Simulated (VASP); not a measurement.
Y2Os: density of states with PBE

Crystal: Y2Os.

```
Y Os
1.0
     0.00000    3.38968    3.38968
     3.38968    0.00000    3.38968
     3.38968    3.38968    0.00000
Y Os
2 1
Cartesian
  1.6948 1.6948 1.6948
  5.0845 5.0845 5.0845
  0.0000 0.0000 0.0000
```

```json
{
  "Program": "VASP 6.6.1",
  "Task": "density of states",
  "Functional": "PBE",
  "Potentials or basis": "VASP PAW PBE potentials, release 64 (Y_sv, Os)",
  "Cutoff": "520 eV",
  "k mesh": "12 × 12 × 12",
  "Occupations": "gaussian, width 0.1 eV",
  "Spin": "no spin polarisation",
  "Dipole correction": "no",
  "k mesh for the DOS": "18 × 18 × 18",
  "Occupations for the DOS": "tetrahedron",
  "Further INCAR settings": "ALGO = Fast; EDIFF = 1e-07; NBANDS = 22"
}
```

| Property | Result |
| --- | --- |
| Valence electrons inside the program's atomic spheres | Y 9.70; Os 7.26 |

Levels at points of the mesh, in eV from the Fermi level:
| k point | band 11 | band 12 | band 13 | band 14 | band 15 | band 16 | band 17 | band 18 | band 19 | band 20 |
| --- | --- | --- | --- | --- | --- | --- | --- | --- | --- | --- |
| (0.00, 0.00, 0.00) | -2.24 | -1.01 | -1.01 | -1.01 | -0.34 | -0.34 | -0.34 | 2.93 | 2.93 | 5.14 |
| (0.50, 0.00, 0.00) | -1.58 | -1.58 | -1.52 | -1.36 | -1.36 | 0.98 | 0.98 | 2.67 | 2.81 | 2.81 |
| (0.50, 0.50, 0.00) | -2.00 | -1.79 | -1.35 | -1.35 | -0.71 | 0.68 | 2.49 | 2.49 | 2.53 | 3.16 |

Wall time 18 min on 1 thread of Oxide Virtual Turin-like Processor, with other jobs on the host, peak memory 0.44 GiB.

Caveat: spin-orbit coupling is left out, which moves the levels of the heavy elements.
